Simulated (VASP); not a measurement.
Write the native input for VASP 6.6.1 that does the following.

* Task: single point
* Functional: PBE
* Potentials or basis: VASP PAW PBE potentials, release 64 (Si, Sb, Au)
* Cutoff: 520 eV
* k mesh: 4 × 4 × 4
* Occupations: gaussian, width 0.1 eV
* Spin: no spin polarisation
* Dipole correction: no
* Further INCAR settings: ALGO = Normal; EDIFF = 1e-06; NBANDS = 23

The structure of SiSb3Au lies in POSCAR:

```
SiSb3Au
1.0
    5.0551933600      0.0000000000      0.0000000000
    0.0000000000      5.0551933600      0.0000000000
    0.0000000000      0.0000000000      5.0551933600
Si Sb Au
1 3 1
Direct
    0.0000000000      0.0000000000      0.0000000000
    0.0000000000      0.5000000000      0.5000000000
    0.5000000000      0.0000000000      0.5000000000
    0.5000000000      0.5000000000      0.0000000000
    0.5000000000      0.5000000000      0.5000000000
```

The input as run:

INCAR

```
  ALGO = Normal
  EDIFF = 1E-6
  ENCUT = 520
  GGA = PE
  ISIF = 2
  ISMEAR = 0
  LASPH = T
  LCHARG = F
  LREAL = F
  LWAVE = F
  NBANDS = 23
  NELM = 60
  PREC = Accurate
  SIGMA = 0.1
```

KPOINTS

```
k-points
0
Gamma
  4 4 4
```

Potentials or basis: VASP PAW PBE potentials, release 64 (Si, Sb, Au).

The run is started by

```sh
$ cat potpaw_PBE.64/Si/POTCAR potpaw_PBE.64/Sb/POTCAR potpaw_PBE.64/Au/POTCAR > POTCAR
$ mpirun -np 1 vasp_std > vasp.out
```

It gave:

```json
{
 "Pressure": "14.1 GPa",
 "Band gap on the k mesh": "zero (band 15 reaches 10.02 eV, above the bottom of band 16 at 6.65 eV)"
}
```

Caveat: spin-orbit coupling is left out, which moves the levels of the heavy elements.

It took 43 s on 1 thread of Intel Xeon 6975P-C (shared host), peak memory 0.26 GiB.
